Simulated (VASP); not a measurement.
Wanted: the native input for a VASP 6.6.1 run.

```yaml
Task: single point
Functional: PBE
Potentials_or_basis: VASP PAW PBE potentials, release 64 (Sn_d, Se)
Cutoff: 520 eV
k_mesh: 6 × 6 × 3
Occupations: fermi-dirac, width 0.05 eV
Spin: no spin polarisation
Dipole_correction: no
Further_INCAR_settings: ALGO = Normal; EDIFF = 1e-06; NBANDS = 28
```

The structure of SnSe lies in POSCAR:

```
SnSe
1.0
    4.2565659658      0.0000000000      0.0000000000
    0.0000000000      4.2565659658      0.0000000000
    0.0000000000      0.0000000000     10.9169268730
Sn Se
2 2
Direct
    0.0000000000      0.5000000000      0.6277708900
    0.5000000000      0.0000000000      0.3722291100
    0.0000000000      0.5000000000      0.3839605100
    0.5000000000      0.0000000000      0.6160394900
```

One way to write it, as run:

INCAR

```
SYSTEM = SnSe
PREC = Accurate ; ENCUT = 520
EDIFF = 1E-6 ; ISMEAR = -1
SIGMA = 0.05 ; LREAL = .False.
LASPH = .True. ; NELM = 80
ALGO = Normal ; ISIF = 2
LWAVE = .False. ; LCHARG = .False.
GGA = PE ; NBANDS = 28
```

KPOINTS

```
regular mesh
0
Gamma
  6 6 3
  0 0 0
```

Potentials or basis: VASP PAW PBE potentials, release 64 (Sn_d, Se).

Command:

```console
$ cat potpaw_PBE.64/Sn_d/POTCAR potpaw_PBE.64/Se/POTCAR > POTCAR
$ mpirun -np 1 vasp_std > vasp.out
```

It gave:

```
Largest force          : 0.383 eV/Å
Band gap on the k mesh : 1.50 eV
```

Caveat: spin-orbit coupling is left out, which moves the levels of the heavy elements.

It took 2.4 min on 1 thread of Intel Xeon 8259CL, on a shared host, peak memory 0.33 GiB.
